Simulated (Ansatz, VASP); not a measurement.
# Two plane-wave programs on ZnRh3

INCAR

```
PREC     = Accurate       # precision mode
ENCUT    = 520            # plane-wave cutoff, eV
EDIFF    = 1E-6           # SCF threshold, eV
ISMEAR   = -1             # smearing method
SIGMA    = 0.1            # smearing width, eV
LREAL    = F              # projectors in reciprocal space
LASPH    = T              # aspherical terms in the spheres
NELM     = 60             # most SCF steps
ALGO     = Normal         # electronic algorithm
ISIF     = 2              # what is computed and relaxed
LWAVE    = F              # write WAVECAR
LCHARG   = F              # write CHGCAR
GGA      = CA             # functional
NBANDS   = 36             # bands
```

Contents of KPOINTS:

```
Automatic mesh
0
Gamma
  7 7 7
```

POSCAR

```
ZnRh3
1.0
   -1.8981420000      1.8981420000      3.7881810000
    1.8981420000     -1.8981420000      3.7881810000
    1.8981420000      1.8981420000     -3.7881810000
Zn Rh
1 3
Direct
    0.0000000000      0.0000000000      0.0000000000
    0.7500000000      0.2500000000      0.5000000000
    0.2500000000      0.7500000000      0.5000000000
    0.5000000000      0.5000000000      0.0000000000
```

Input for Ansatz:

```yaml
crystal:
  lattice:
    - [-1.898142, 1.898142, 3.788181]
    - [1.898142, -1.898142, 3.788181]
    - [1.898142, 1.898142, -3.788181]
  atoms:
    - { symbol: Zn, position: [0.0, 0.0, 0.0] }
    - { symbol: Rh, position: [0.75, 0.25, 0.5] }
    - { symbol: Rh, position: [0.25, 0.75, 0.5] }
    - { symbol: Rh, position: [0.5, 0.5, 0.0] }
kpoints:
  mp_grid:
    grid: [7, 7, 7]
hamiltonian:
  xc: lda
  pseudopotentials:
    kind: paw
scf:
  occupations:
    method: fermi_dirac
output:
  stress: true
```

Alike in both runs: task single point; functional LDA; k mesh 7 × 7 × 7; no spin polarisation.

```csv
,VASP,Ansatz
version,VASP 6.6.1,Ansatz 0.2.0
potentials or method,"VASP PAW LDA potentials, release 64 (Zn, Rh_pv)","plane waves, PAW"
plane-wave cutoff (eV),520,420
occupations,"fermi-dirac, width 0.1 eV",fermi-dirac
valence electrons in the cell,57,63
```

|  | VASP | Ansatz | Ansatz less VASP |
| --- | --- | --- | --- |
| pressure (GPa) | -9.2 | -10.2 | -0.95 |
| traceless stress, the component that is largest in VASP (GPa) | 0.33 | 0.30 | -0.029 |

LDA's correlation is that of Perdew and Zunger in VASP and of Perdew and Wang (1992) in Ansatz. VASP's potentials hold 57 valence electrons a cell and Ansatz's 63, so a difference there can come from the potentials and not from the codes.
